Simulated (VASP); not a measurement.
# GaAs (Pm-3n) in VASP: further runs, part 2 of 2

VASP 6.6.1. The steps go on from the part before.

### Step 3. Single point, PBE

This run uses another cell than the first one, of 25.55 Å³/atom.

File INCAR:

```
ALGO = Normal ; EDIFF = 1E-7
ENCUT = 520 ; GGA = PE
ISIF = 2 ; ISMEAR = 0
LASPH = T ; LCHARG = F
LREAL = F ; LWAVE = F
NBANDS = 66 ; NELM = 100
PREC = Accurate ; SIGMA = 0.1
```

File KPOINTS:

```
k-points
0
Gamma
  4 4 4
```

File POSCAR:

```
GaAs
1.0
    6.7432531100      0.0000000000      0.0000000000
    0.0000000000      6.7432531100      0.0000000000
    0.0000000000      0.0000000000      6.7432531100
Ga As
6 6
Direct
    0.5000000000      0.0000000000      0.7500000000
    0.7500000000      0.5000000000      0.0000000000
    0.0000000000      0.7500000000      0.5000000000
    0.5000000000      0.0000000000      0.2500000000
    0.2500000000      0.5000000000      0.0000000000
    0.0000000000      0.2500000000      0.5000000000
    0.0000000000      0.5000000000      0.7500000000
    0.7500000000      0.0000000000      0.5000000000
    0.5000000000      0.7500000000      0.0000000000
    0.0000000000      0.5000000000      0.2500000000
    0.2500000000      0.0000000000      0.5000000000
    0.5000000000      0.2500000000      0.0000000000
```

Potentials or basis: VASP PAW PBE potentials, release 64 (Ga_d, As).

Started as:

```console
$ cat potpaw_PBE.64/Ga_d/POTCAR potpaw_PBE.64/As/POTCAR > POTCAR
$ mpirun -np 1 vasp_std > vasp.out
```

OUTCAR:

```text
EDIFF = 1E-7
   ENCUT = 520
   GGA = PE
   ISIF = 2
   ISMEAR = 0
   LASPH = T
   LREAL = F
   NELM = 100
   PREC = Accurate

 ion  position               nearest neighbor table
   1  0.500  0.000  0.750-   8 2.38   9 2.38  11 2.38  12 2.38
   2  0.750  0.500  0.000-   7 2.38   9 2.38  10 2.38  12 2.38
   3  0.000  0.750  0.500-   7 2.38   8 2.38  10 2.38  11 2.38
   4  0.500  0.000  0.250-   8 2.38   9 2.38  11 2.38  12 2.38
   5  0.250  0.500  0.000-   7 2.38   9 2.38  10 2.38  12 2.38
   6  0.000  0.250  0.500-   7 2.38   8 2.38  10 2.38  11 2.38
   7  0.000  0.500  0.750-   2 2.38   3 2.38   5 2.38   6 2.38
   8  0.750  0.000  0.500-   1 2.38   3 2.38   4 2.38   6 2.38
   9  0.500  0.750  0.000-   1 2.38   2 2.38   4 2.38   5 2.38
  10  0.000  0.500  0.250-   2 2.38   3 2.38   5 2.38   6 2.38
  11  0.250  0.000  0.500-   1 2.38   3 2.38   4 2.38   6 2.38
  12  0.500  0.250  0.000-   1 2.38   2 2.38   4 2.38   5 2.38

  LATTYP: Found a simple cubic cell.
 ALAT       =     6.7432531100

[... 198 lines left out ...]
      3     -12.0365      2.00000
      4     -11.9427      2.00000
      5     -11.9305      2.00000
      6     -11.9305      2.00000
[... 679 lines left out ...]
     65       7.3163      0.00000
     66       7.3165      0.00000

------------------------ aborting loop because EDIFF is reached ----------------------------------------

  FORCE on cell =-STRESS in cart. coord.  units (eV):
  Direction    XX          YY          ZZ          XY          YZ          ZX
  --------------------------------------------------------------------------------------
  -------------------------------------------------------------------------------------
  Total       18.8613200     18.8613200     18.8613200      0.0000000      0.0000000     -0.0000000
  in kB       98.5540058     98.5540058     98.5540058      0.0000000      0.0000000     -0.0000000
  external PRESSURE =      98.5540058 kB  Pullay stress =       0.0000000 kB

 VOLUME and BASIS-vectors are now :
 -----------------------------------------------------------------------------
  energy-cutoff  :      520.00
  volume of cell :      306.63
      direct lattice vectors                 reciprocal lattice vectors
     6.743253110  0.000000000  0.000000000     0.148296376  0.000000000  0.000000000
     0.000000000  6.743253110  0.000000000     0.000000000  0.148296376  0.000000000
     0.000000000  0.000000000  6.743253110     0.000000000  0.000000000  0.148296376

 POSITION                                       TOTAL-FORCE (eV/Angst)
 -----------------------------------------------------------------------------------
      3.37163      0.00000      5.05744         0.000000      0.000000      0.000000
      5.05744      3.37163      0.00000        -0.000000      0.000000     -0.000000
      0.00000      5.05744      3.37163         0.000000      0.000000      0.000000
      3.37163      0.00000      1.68581        -0.000000     -0.000000     -0.000000
      1.68581      3.37163      0.00000         0.000000      0.000000      0.000000
      0.00000      1.68581      3.37163        -0.000000     -0.000000     -0.000000
      0.00000      3.37163      5.05744        -0.000000     -0.000000     -0.000000
      5.05744      0.00000      3.37163        -0.000000      0.000000     -0.000000
      3.37163      5.05744      0.00000        -0.000000     -0.000000      0.000000
      0.00000      3.37163      1.68581        -0.000000     -0.000000      0.000000
      1.68581      0.00000      3.37163         0.000000      0.000000      0.000000
      3.37163      1.68581      0.00000         0.000000      0.000000     -0.000000
 -----------------------------------------------------------------------------------
    total drift:                                0.000000      0.000000     -0.000000

  FREE ENERGIE OF THE ION-ELECTRON SYSTEM (eV)
  ---------------------------------------------------
  free  energy   TOTEN  =       -46.4468198077 eV

  energy  without entropy=      -46.4468195801  energy(sigma->0) =      -46.44681969
```

OSZICAR:

```text
N       E                     dE             d eps       ncg     rms          rms(c)
DAV:   1     0.108376976206E+04    0.10838E+04   -0.47583E+04  1448   0.223E+03
DAV:   2     0.165384762558E+03   -0.91838E+03   -0.88159E+03  1368   0.644E+02
DAV:   3    -0.318459621623E+02   -0.19723E+03   -0.18917E+03  1616   0.197E+02
DAV:   4    -0.472662893233E+02   -0.15420E+02   -0.15230E+02  1522   0.551E+01
DAV:   5    -0.480761291558E+02   -0.80984E+00   -0.80845E+00  1768   0.126E+01    0.816E+00
DAV:   6    -0.467348507515E+02    0.13413E+01   -0.20845E+00  1902   0.132E+01    0.459E+00
DAV:   7    -0.464193995009E+02    0.31545E+00   -0.15430E+00  1460   0.418E+00    0.137E+00
DAV:   8    -0.464319024318E+02   -0.12503E-01   -0.25251E-01  1582   0.445E+00    0.448E-01
DAV:   9    -0.464410825152E+02   -0.91801E-02   -0.36816E-02  1480   0.207E+00    0.197E-01
DAV:  10    -0.464440185757E+02   -0.29361E-02   -0.74801E-03  1600   0.636E-01    0.887E-02
DAV:  11    -0.464467876631E+02   -0.27691E-02   -0.26394E-03  1412   0.263E-01    0.257E-02
DAV:  12    -0.464468050286E+02   -0.17366E-04   -0.27811E-04  1686   0.147E-01    0.135E-02
DAV:  13    -0.464468188559E+02   -0.13827E-04   -0.81754E-05  1428   0.764E-02    0.587E-03
DAV:  14    -0.464468194558E+02   -0.59990E-06   -0.18849E-05  1558   0.371E-02    0.216E-03
DAV:  15    -0.464468197262E+02   -0.27037E-06   -0.51773E-06  1884   0.906E-03    0.147E-03
DAV:  16    -0.464468198077E+02   -0.81547E-07   -0.45461E-07  1374   0.750E-03
   1 F= -.46446820E+02 E0= -.46446820E+02  d E =-.227626E-06
```

stdout:

```text
POSCAR found type information on POSCAR GaAs
 POSCAR found :  2 types and      12 ions
 scaLAPACK will be used
 LDA part: xc-table for (Slater+PW92), standard interpolation
 POSCAR, INCAR and KPOINTS ok, starting setup
 FFT: planning ... GRIDC
 FFT: planning ... GRID_SOFT
 FFT: planning ... GRID
 WAVECAR not read
 entering main loop
```

Run time: 2.3 min. Hardware: 1 thread of Intel Xeon 6975P-C (Granite Rapids), shared host; peak memory 0.41 GiB.

What came out:

```
Free energy            : -46.4468 eV
Pressure               : 9.9 GPa
Band gap on the k mesh : 0.65 eV (least direct gap 0.79 eV)
```

Caveat: the cell stands under pressure.
